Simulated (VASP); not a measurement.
# BN (Fm-3m) in VASP: further runs, part 2 of 2

VASP 6.6.1. The steps go on from the part before.

**5. Single point, LDA**

Contents of INCAR:

```
PREC     = Accurate       # precision mode
ENCUT    = 520            # plane-wave cutoff, eV
EDIFF    = 1E-7           # SCF threshold, eV
ISMEAR   = 0              # smearing method
SIGMA    = 0.01           # smearing width, eV
LREAL    = False          # projectors in reciprocal space
LASPH    = True           # aspherical terms in the spheres
NELM     = 60             # most SCF steps
ALGO     = Normal         # electronic algorithm
ISIF     = 2              # what is computed and relaxed
LWAVE    = False          # write WAVECAR
LCHARG   = False          # write CHGCAR
NBANDS   = 11             # bands
```

Contents of KPOINTS:

```
Automatic mesh
0
Gamma
  12 12 12
```

Contents of POSCAR:

```
BN
1.0
    0.0000000000      1.7458259068      1.7458259068
    1.7458259068      0.0000000000      1.7458259068
    1.7458259068      1.7458259068      0.0000000000
B N
1 1
Direct
    0.0000000000      0.0000000000      0.0000000000
    0.5000000000      0.5000000000      0.5000000000
```

Potentials or basis: VASP PAW LDA potentials, release 64 (B, N).

Launch:

```bash
$ cat potpaw_LDA.64/B/POTCAR potpaw_LDA.64/N/POTCAR > POTCAR
$ mpirun -np 1 vasp_std > vasp.out
```

OUTCAR:

```text
PREC = Accurate
   ENCUT = 520
   EDIFF = 1E-7
   ISMEAR = 0
   LREAL = False
   LASPH = True
   NELM = 60
   ISIF = 2

 ion  position               nearest neighbor table
   1  0.000  0.000  0.000-   2 1.75   2 1.75   2 1.75   2 1.75   2 1.75   2 1.75
   2  0.500  0.500  0.500-   1 1.75   1 1.75   1 1.75   1 1.75   1 1.75   1 1.75

  LATTYP: Found a face centered cubic cell.
 ALAT       =     3.4916518136

  Lattice vectors:

 A1 = (   0.0000000000,   1.7458259068,   1.7458259068)
 A2 = (   1.7458259068,   0.0000000000,   1.7458259068)
 A3 = (   1.7458259068,   1.7458259068,   0.0000000000)

Analysis of symmetry for initial positions (statically):
=====================================================================
 Subroutine PRICEL returns:
 Original cell was already a primitive cell.

 Routine SETGRP: Setting up the symmetry group for a
 face centered cubic supercell.

 Subroutine GETGRP returns: Found 48 space group operations
 (whereof 48 operations were pure point group operations)
 out of a pool of 48 trial point group operations.

The static configuration has the point symmetry O_h .

Analysis of symmetry for dynamics (positions and initial velocities):
=====================================================================
 Subroutine PRICEL returns:
 Original cell was already a primitive cell.

 Routine SETGRP: Setting up the symmetry group for a
 face centered cubic supercell.

 Subroutine GETGRP returns: Found 48 space group operations
 (whereof 48 operations were pure point group operations)
 out of a pool of 48 trial point group operations.

The dynamic configuration has the point symmetry O_h .

 Subroutine INISYM returns: Found 48 space group operations
 (whereof 48 operations are pure point group operations),
 and found     1 'primitive' translations

[... 115 lines left out ...]
  volume/ion in A,a.u.               =       5.32        35.91
  Fermi-wavevector in a.u.,A,eV,Ry     =   1.488540  2.812933 30.147134  2.215752
  Thomas-Fermi vector in A             =   2.601562
   LORBIT       =      0    0 simple, 1 ext, 2 COOP (PROOUT), +10 PAW based schemes
   GGA     = CA    functional components
   LHFCALC =     F    Hartree Fock is set to
   AEXX    =    0.0000 exact exchange contribution
   IVDW    =     0    specifies the selected vdW correction
   LEPSILON=     F    determine dielectric tensor
   LRPA    =     F    only Hartree local field effects (RPA)
 non-spin polarized calculation
 Gauss-broadening in eV      SIGMA  =   0.01
  energy-cutoff  :      520.00
  volume of cell :       10.64
 maximum number of plane-waves:       302
   NGX =  9   NGY =  9   NGZ =  9

 number of electron       8.0000000 magnetization

 Free energy of the ion-electron system (eV)
  ---------------------------------------------------
  ext. energy  EPLUGINS =         0.00000000
  ---------------------------------------------------
  free energy    TOTEN  =       -15.98024481 eV

  energy without entropy =      -15.98024481  energy(sigma->0) =      -15.98024481

 E-fermi :  10.5391     XC(G=0): -13.9177

 val. band max:       10.4815876905   @ k =  -0.1667   0.1667   0.0000
 cond. band min:      11.8321999324   @ k =   0.5000   0.5000   0.0000
 fundamental gap:      1.3506122419
 Fermi energy:        10.5390893024

 k-point     1 :       0.0000    0.0000    0.0000
  band No.  band energies     occupation
      1     -11.9156      2.00000
      2       9.5308      2.00000
      3       9.5308      2.00000
      4       9.5308      2.00000
      5      19.9181      0.00000
      6      22.3249      0.00000
      7      22.3249      0.00000
      8      22.3249      0.00000
      9      28.9995      0.00000
     10      28.9995      0.00000
     11      28.9995      0.00000
[... 309 lines left out ...]
 k-point    24 :      -0.4167    0.1667    0.0000
  band No.  band energies     occupation
      1      -6.1456      2.00000
      2      -1.3628      2.00000
      3       5.9517      2.00000
      4       8.4848      2.00000
      5      15.4021      0.00000
      6      17.3758      0.00000
      7      20.4981      0.00000
      8      24.7976      0.00000
      9      32.0884      0.00000
     10      34.8482      0.00000
     11      39.5255      0.00000

 [... further k-points ...]
[... 5 lines left out ...]
  --------------------------------------------------------------------------------------
  -------------------------------------------------------------------------------------
  Total       -0.6812412     -0.6812412     -0.6812412      0.0000000      0.0000000     -0.0000000
  in kB     -102.5601557   -102.5601557   -102.5601557      0.0000000      0.0000000     -0.0000000
  external PRESSURE =    -102.5601557 kB  Pullay stress =       0.0000000 kB

 VOLUME and BASIS-vectors are now :
 -----------------------------------------------------------------------------
  energy-cutoff  :      520.00
  volume of cell :       10.64
      direct lattice vectors                 reciprocal lattice vectors
     0.000000000  1.745825907  1.745825907    -0.286397400  0.286397400  0.286397400
     1.745825907  0.000000000  1.745825907     0.286397400 -0.286397400  0.286397400
     1.745825907  1.745825907  0.000000000     0.286397400  0.286397400 -0.286397400

 POSITION                                       TOTAL-FORCE (eV/Angst)
 -----------------------------------------------------------------------------------
      0.00000      0.00000      0.00000        -0.000000     -0.000000      0.000000
      1.74583      1.74583      1.74583         0.000000      0.000000     -0.000000
 -----------------------------------------------------------------------------------
    total drift:                               -0.000000     -0.000000     -0.000000

  FREE ENERGIE OF THE ION-ELECTRON SYSTEM (eV)
  ---------------------------------------------------
  free  energy   TOTEN  =       -15.9802448125 eV

  energy  without entropy=      -15.9802448125  energy(sigma->0) =      -15.98024481
```

Run time: 4 s. Hardware: 1 thread of Intel Xeon Platinum 8375C at 2.90GHz (Ice Lake), shared host; peak memory 0.11 GiB.

Results:

```
Free energy            : -15.9802 eV
Pressure               : -10.3 GPa
Band gap on the k mesh : 1.35 eV, indirect (least direct gap 5.72 eV)
```

Levels at points of the mesh, in eV from the valence-band top:
```
           k point  band 2  band 3  band 4  band 5  band 6  band 7
(0.00, 0.00, 0.00)   -0.95   -0.95   -0.95    9.44   11.84   11.84
(0.50, 0.00, 0.00)  -12.60   -0.69   -0.69    5.03    5.03    7.25
(0.50, 0.50, 0.00)  -11.99   -5.71   -5.71    1.35    8.67   14.39
```

A k mesh can miss the band edges. As with any semilocal functional, this LDA gap is likely too small.

**6. Overview**

| level | potentials or basis | cell | k mesh | smearing | gap on the mesh (eV) | pressure (GPa) |
| --- | --- | --- | --- | --- | --- | --- |
| PBE | VASP PAW PBE potentials, release 64 (B, N) | a = 2.469 Å, angles 60.0°, 2 atoms | 8 × 8 × 8 | gaussian 0.01 eV | 1.33 | 3.8 |
| PBE | VASP PAW PBE potentials, release 64 (B, N) | a = 2.477 Å, angles 60.0°, 2 atoms | 12 × 12 × 12 | fermi-dirac 0.02 eV | 1.12 | -0.1 |
| PBE | VASP PAW PBE potentials, release 64 (B, N) | a = 2.469 Å, angles 60.0°, 2 atoms | 12 × 12 × 12 | fermi-dirac 0.02 eV | 1.20 | 3.9 |
| LDA | VASP PAW LDA potentials, release 64 (B, N) | a = 2.469 Å, angles 60.0°, 2 atoms | 12 × 12 × 12 | gaussian 0.01 eV | 1.35 | -10.3 |

Alike in all rows: task single point; no spin polarisation; cutoff (eV) 520.

Total energies depend on the potentials used, so only differences within one code and one set of settings carry meaning.
